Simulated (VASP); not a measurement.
# ZnCd3Te2 (P-3m1) in VASP: further runs

ZnCd3Te2 is run at these levels: PBE; tasks: single point, relaxation of cell and atoms.

Everything below comes from runs of VASP 6.6.1. Logs are shortened: lines on timing, memory, paths and dates and some standing lists are left out, and cuts for length are marked.

## Step 1: The cell of the first run

The structure is trigonal, space group P-3m1 (No. 164). The conventional cell has a = 5.920 Å, b = 5.920 Å, c = 5.238 Å, α = 90.00°, β = 90.00°, γ = 120.00°. Zn (site symmetry -3m) has 6 Cd at 2.96 Å and 6 Te at 3.82 Å within 3.9 Å. Cd (site symmetry 2/m) has 2 Te at 2.41 Å and 4 Cd at 2.96 Å and 2 Zn at 2.96 Å within 3.2 Å. Within 3.2 Å of Te (site symmetry 3m) lie 3 Cd at 2.41 Å.

The cell was generated, and may not be a known phase.

## Step 2: Single point, PBE

Input file INCAR:

```
ALGO = Fast
EDIFF = 1E-6
ENCUT = 520
GGA = PE
ISIF = 2
ISMEAR = 0
LASPH = T
LCHARG = F
LREAL = F
LWAVE = F
NBANDS = 39
NELM = 80
PREC = Accurate
SIGMA = 0.1
```

Input file KPOINTS:

```
k-points
0
Gamma
  3 3 4
```

Input file POSCAR:

```
ZnCd3Te2
1.0
    5.9199858400      0.0000000000      0.0000000000
   -2.9599929200      5.1268581200      0.0000000000
    0.0000000000      0.0000000000      5.2379741700
Zn Cd Te
1 3 2
Direct
    0.0000000000      0.0000000000      0.5000000000
    0.5000000000      0.0000000000      0.5000000000
    0.0000000000      0.5000000000      0.5000000000
    0.5000000000      0.5000000000      0.5000000000
    0.3333333300      0.6666666700      0.1758532000
    0.6666666700      0.3333333300      0.8241468000
```

Potentials or basis: VASP PAW PBE potentials, release 64 (Zn, Cd, Te).

Command:

```sh
cat potpaw_PBE.64/Zn/POTCAR potpaw_PBE.64/Cd/POTCAR potpaw_PBE.64/Te/POTCAR > POTCAR
mpirun -np 1 vasp_std > vasp.out
```

OUTCAR:

```text
EDIFF = 1E-6
   ENCUT = 520
   GGA = PE
   ISIF = 2
   ISMEAR = 0
   LASPH = T
   LREAL = F
   NELM = 80
   PREC = Accurate

 ion  position               nearest neighbor table
   1  0.000  0.000  0.500-   3 2.96   4 2.96   3 2.96   4 2.96   2 2.96   2 2.96
   2  0.500  0.000  0.500-   5 2.41   6 2.41   3 2.96   4 2.96   4 2.96   3 2.96   1 2.96   1 2.96

   3  0.000  0.500  0.500-   5 2.41   6 2.41   1 2.96   2 2.96   1 2.96   2 2.96   4 2.96   4 2.96

   4  0.500  0.500  0.500-   5 2.41   6 2.41   1 2.96   2 2.96   2 2.96   1 2.96   3 2.96   3 2.96

   5  0.333  0.667  0.176-   2 2.41   3 2.41   4 2.41
   6  0.667  0.333  0.824-   2 2.41   3 2.41   4 2.41

  LATTYP: Found a hexagonal cell.
 ALAT       =     5.9199858400
 C/A-ratio  =     0.8847950505

  Lattice vectors:

 A1 = (   5.9199858400,   0.0000000000,   0.0000000000)
 A2 = (  -2.9599929200,   5.1268581200,   0.0000000000)
 A3 = (   0.0000000000,   0.0000000000,   5.2379741700)

Analysis of symmetry for initial positions (statically):
=====================================================================
 Subroutine PRICEL returns:
 Original cell was already a primitive cell.

 Routine SETGRP: Setting up the symmetry group for a
 hexagonal supercell.

 Subroutine GETGRP returns: Found 12 space group operations
 (whereof 12 operations were pure point group operations)
 out of a pool of 24 trial point group operations.

The static configuration has the point symmetry D_3d.

Analysis of symmetry for dynamics (positions and initial velocities):
=====================================================================
 Subroutine PRICEL returns:
 Original cell was already a primitive cell.

 Routine SETGRP: Setting up the symmetry group for a
 hexagonal supercell.

 Subroutine GETGRP returns: Found 12 space group operations
 (whereof 12 operations were pure point group operations)
 out of a pool of 24 trial point group operations.

The dynamic configuration has the point symmetry D_3d.

 Subroutine INISYM returns: Found 12 space group operations
 (whereof 12 operations are pure point group operations),
 and found     1 'primitive' translations

----------------------------------------------------------------------------------------

[... 84 lines left out ...]
   NELM   =     80;   NELMIN=  2; NELMDL= -5     # of ELM steps
   EDIFF  = 0.1E-05   stopping-criterion for ELM
   LREAL  =      F    real-space projection
   EDIFFG = 0.1E-04   stopping-criterion for IOM
   NSW    =      0    number of steps for IOM
   IBRION =     -1    ionic relax: 0-MD 1-quasi-New 2-CG
   NFREE  =      0    steps in history (QN), initial steepest desc. (CG)
   ISIF   =      2    stress and relaxation
   ISYM   =      2    0-nonsym 1-usesym 2-fastsym
   POTIM  = 0.5000    time-step for ionic-motion
   TEBEG  =    0.0;   TEEND  =   0.0 temperature during run
   PSTRESS=    0.0 pullay stress
   NELECT =      60.0000    total number of electrons
   NUPDOWN=      -1.0000    fix difference up-down
   EMIN   =  10.00;   EMAX   =-10.00  energy-range for DOS
   EFERMI =   0.00;   METHOD = LEGACY
   ISMEAR =     0;   SIGMA  =   0.10  broadening in eV -4-tet -1-fermi 0-gaus
   EFERMI_NEDOS =   21; number of points for ismear=-14 and -15
   IALGO  =     68    algorithm
   IMIX   =      4    mixing-type and parameters
     AMIX     =   0.40;   BMIX     =  1.00
     AMIX_MAG =   1.60;   BMIX_MAG =  1.00
  volume/ion in A,a.u.               =      26.50       178.81
  Fermi-wavevector in a.u.,A,eV,Ry     =   1.183078  2.235694 19.043723  1.399674
  Thomas-Fermi vector in A             =   2.319320
   LORBIT       =      0    0 simple, 1 ext, 2 COOP (PROOUT), +10 PAW based schemes
   GGA     = PE    functional components
   LHFCALC =     F    Hartree Fock is set to
   AEXX    =    0.0000 exact exchange contribution
   IVDW    =     0    specifies the selected vdW correction
   LEPSILON=     F    determine dielectric tensor
   LRPA    =     F    only Hartree local field effects (RPA)
 non-spin polarized calculation
 RMM-DIIS sequential band-by-band and
 Gauss-broadening in eV      SIGMA  =   0.10
  energy-cutoff  :      520.00
  volume of cell :      158.98
 maximum number of plane-waves:      4292
 NGX is ok and might be reduce to    48
   NGX = 21   NGY = 21   NGZ = 19

 number of electron      59.9999998 magnetization

 Free energy of the ion-electron system (eV)
  ---------------------------------------------------
  ext. energy  EPLUGINS =         0.00000000
  ---------------------------------------------------
  free energy    TOTEN  =        -3.67021114 eV

  energy without entropy =       -3.65124541  energy(sigma->0) =       -3.66072827

 E-fermi :   4.7535     XC(G=0):  -9.4794

 val. band max:        4.5999740956   @ k =   0.3333   0.3333   0.0000
 cond. band min:       4.8021353415   @ k =   0.0000   0.0000   0.5000
 fundamental gap:      0.2021612458
 Fermi energy:         4.7535089452

 k-point     1 :       0.0000    0.0000    0.0000
  band No.  band energies     occupation
      1     -10.8484      2.00000
      2      -8.3686      2.00000
      3      -7.0193      2.00000
      4      -6.8841      2.00000
      5      -6.8841      2.00000
      6      -6.4596      2.00000
[... 409 lines left out ...]
     38       9.6701      0.00000
     39      10.4520      0.00000

------------------------ aborting loop because EDIFF is reached ----------------------------------------

  FORCE on cell =-STRESS in cart. coord.  units (eV):
  Direction    XX          YY          ZZ          XY          YZ          ZX
  --------------------------------------------------------------------------------------
  -------------------------------------------------------------------------------------
  Total       22.3800502     22.3800502     31.3370906      0.0000000      0.0000000      0.0000000
  in kB      225.5466184    225.5466177    315.8158602      0.0000000      0.0000000      0.0000000
  external PRESSURE =     255.6363654 kB  Pullay stress =       0.0000000 kB

 VOLUME and BASIS-vectors are now :
 -----------------------------------------------------------------------------
  energy-cutoff  :      520.00
  volume of cell :      158.98
      direct lattice vectors                 reciprocal lattice vectors
     5.919985840  0.000000000  0.000000000     0.168919323  0.097525617  0.000000000
    -2.959992920  5.126858120  0.000000000     0.000000000  0.195051233  0.000000000
     0.000000000  0.000000000  5.237974170     0.000000000  0.000000000  0.190913503

 POSITION                                       TOTAL-FORCE (eV/Angst)
 -----------------------------------------------------------------------------------
      0.00000      0.00000      2.61899         0.000000      0.000000      0.000000
      2.95999      0.00000      2.61899         0.000000      0.000000      0.000000
     -1.48000      2.56343      2.61899         0.000000      0.000000      0.000000
      1.48000      2.56343      2.61899         0.000000      0.000000      0.000000
     -0.00000      3.41791      0.92111        -0.000000     -0.000000     -8.891606
      2.95999      1.70895      4.31686         0.000000      0.000000      8.891606
 -----------------------------------------------------------------------------------
    total drift:                                0.000000      0.000000     -0.000000

  FREE ENERGIE OF THE ION-ELECTRON SYSTEM (eV)
  ---------------------------------------------------
  free  energy   TOTEN  =        -3.6702111412 eV

  energy  without entropy=       -3.6512454078  energy(sigma->0) =       -3.66072827
```

OSZICAR:

```text
N       E                     dE             d eps       ncg     rms          rms(c)
DAV:   1     0.486310324491E+03    0.48631E+03   -0.28557E+04   780   0.154E+03
DAV:   2     0.284167423255E+02   -0.45789E+03   -0.44147E+03   794   0.393E+02
DAV:   3    -0.364964568601E+01   -0.32066E+02   -0.31416E+02   921   0.109E+02
DAV:   4    -0.436289296909E+01   -0.71325E+00   -0.71159E+00   911   0.146E+01
DAV:   5    -0.437449334483E+01   -0.11600E-01   -0.11600E-01   949   0.175E+00    0.215E+01
RMM:   6    -0.371971828496E+01    0.65478E+00   -0.18099E+00   794   0.788E+00    0.144E+01
RMM:   7    -0.368038192499E+01    0.39336E-01   -0.32814E-01   827   0.220E+00    0.319E+00
RMM:   8    -0.367054324249E+01    0.98387E-02   -0.42391E-02   842   0.148E+00    0.672E-01
RMM:   9    -0.367004438105E+01    0.49886E-03   -0.55591E-03   881   0.473E-01    0.314E-01
RMM:  10    -0.367016618459E+01   -0.12180E-03   -0.12085E-03   888   0.212E-01    0.106E-01
RMM:  11    -0.367019134424E+01   -0.25160E-04   -0.20976E-04   887   0.905E-02    0.617E-02
RMM:  12    -0.367020892784E+01   -0.17584E-04   -0.58139E-05   959   0.412E-02    0.429E-02
RMM:  13    -0.367021240656E+01   -0.34787E-05   -0.12011E-05   799   0.199E-02    0.169E-02
RMM:  14    -0.367021107483E+01    0.13317E-05   -0.34012E-06   636   0.109E-02    0.544E-03
RMM:  15    -0.367021114117E+01   -0.66343E-07   -0.76510E-07   547   0.464E-03
   1 F= -.36702111E+01 E0= -.36607283E+01  d E =-.189657E-01
```

stdout:

```text
POSCAR found type information on POSCAR ZnCdTe
 POSCAR found :  3 types and       6 ions
 scaLAPACK will be used
 LDA part: xc-table for (Slater+PW92), standard interpolation
 POSCAR, INCAR and KPOINTS ok, starting setup
 FFT: planning ... GRIDC
 FFT: planning ... GRID_SOFT
 FFT: planning ... GRID
 WAVECAR not read
 entering main loop
```

Wall time 71 s (1 thread of Intel Xeon Platinum 8488C (Sapphire Rapids), shared host); peak memory 0.32 GiB.

What came out:

* Free energy: -3.6702 eV
* Pressure: 25.6 GPa
* Largest force: 8.892 eV/Å
* Band gap on the k mesh: zero (bands 30 and 31 overlap by 2.39 eV)

Forces on the atoms (eV/Å):
```
Zn   0.000  0.000  0.000
Cd   0.000  0.000  0.000
Cd   0.000  0.000  0.000
Cd   0.000  0.000  0.000
Te   0.000  0.000 -8.892
Te   0.000  0.000  8.892
```

Caveat: the k points lie up to 0.41 Å⁻¹ apart, too coarse for converged energies and pressures of a metal; spin-orbit coupling is left out, which moves the levels of the heavy elements; forces of over 1 eV/Å act on the atoms, so gaps and moduli don't describe the material at rest.

(Continued in part 2 of 2.)

The gap in the log of VASP goes by the Fermi energy; the results here count the filled bands.